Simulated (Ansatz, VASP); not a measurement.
Lu2AlSb2 in VASP and in Ansatz

The input INCAR:

```
PREC = Accurate
ENCUT = 520
EDIFF = 1E-7
ISMEAR = 1
SIGMA = 0.0161
LREAL = F
LASPH = T
NELM = 100
ALGO = Normal
ISIF = 2
LWAVE = F
LCHARG = F
GGA = PE
NBANDS = 40
```

KPOINTS

```
regular mesh
0
Gamma
  7 7 7
```

File POSCAR:

```
Lu2AlSb2
1.0
    0.0000000000      0.0000000000      4.4137410000
    4.6420950000     -3.1230440000      2.2068700000
    4.6420950000      3.1230440000     -2.2068700000
Lu Sb Al
2 2 1
Direct
    0.5000000000      0.7111300000      0.7111300000
    0.5000000000      0.2888700000      0.2888700000
    0.7893000000      0.7107000000      0.2893000000
    0.2107000000      0.2893000000      0.7107000000
    0.0000000000      0.0000000000      0.0000000000
```

Input for Ansatz:

```yaml
crystal:
  lattice:
    - [0.0, 0.0, 4.413741]
    - [4.642095, -3.123044, 2.20687]
    - [4.642095, 3.123044, -2.20687]
  atoms:
    - { symbol: Lu, position: [0.5, 0.71113, 0.71113] }
    - { symbol: Lu, position: [0.5, 0.28887, 0.28887] }
    - { symbol: Sb, position: [0.7893, 0.7107, 0.2893] }
    - { symbol: Sb, position: [0.2107, 0.2893, 0.7107] }
    - { symbol: Al, position: [0.0, 0.0, 0.0] }
  symmetry: { tolerance: 0.0003 }
kpoints:
  mp_grid: { grid: [7, 7, 7], shift: [0, 0, 0] }
  band_path:
    path:
      - [0.0, 0.0, 0.0]
      - [0.0, -0.5, -0.5]
      - [-0.38699552, -0.69349776, -0.30650224]
      - [-0.61300448, -0.30650224, 0.30650224]
      - [0.0, 0.0, 0.0]
      - [0.0, 0.36315355, -0.36315355]
      - [0.0, -0.36315355, -0.63684645]
      - [0.0, -0.5, -0.5]
      - [0.0, 0.0, 0.0]
      - [-0.5, -0.5, 0.0]
      - [-0.5, -0.25, -0.25]
    npoints: 6
magnetization:
  spin_polarized: false
scf:
  occupations: { method: cold, width: 0.0161 }
  lower_state_search: "off"
  max_iter: 200
hamiltonian:
  pseudopotentials: { kind: paw }
  xc: pbe
basis:
  ecutwfc: 420
  fft_grid_basis: typed
output:
  forces: true
  stress: true
  eigenvalues: true
  bader: true
  populations: true
  elf: true
  write_potential: true
  volumetric_format: npy
  dos:
    e_range: [-12, 8]
    de: 0.05
    projected: { site_lists: { Al: [Al], Lu: [Lu], Sb: [Sb] } }
checkpoint:
  read: saved_state
```

Alike in both runs: task single point; functional PBE; k mesh 7 × 7 × 7; no spin polarisation.

|  | VASP | Ansatz |
| --- | --- | --- |
| version | VASP 6.6.1 | Ansatz 0.2.0 |
| potentials or method | VASP PAW PBE potentials, release 64 (Lu, Sb, Al), cutoff 520 eV | PAW plane waves |
| occupations | methfessel-paxton of order 1, width 0.0161 eV | cold, width 0.0161 eV |
| valence electrons in the cell | 63 | 83 |

|  | VASP | Ansatz | Ansatz less VASP |
| --- | --- | --- | --- |
| pressure (GPa) | -0.2 | -0.5 | -0.23 |
| traceless stress, the component that is largest in VASP (GPa) | 10.16 | 9.99 | -0.164 |
| rms of the force components (eV/Å) | 0.942 | 0.914 | -0.0272 |

Atom by atom the forces differ by 0.027 eV/Å (rms over components). VASP's potentials hold 63 valence electrons a cell and Ansatz's 83, so a difference there can come from the potentials and not from the codes.

Neither program's run includes spin-orbit coupling.
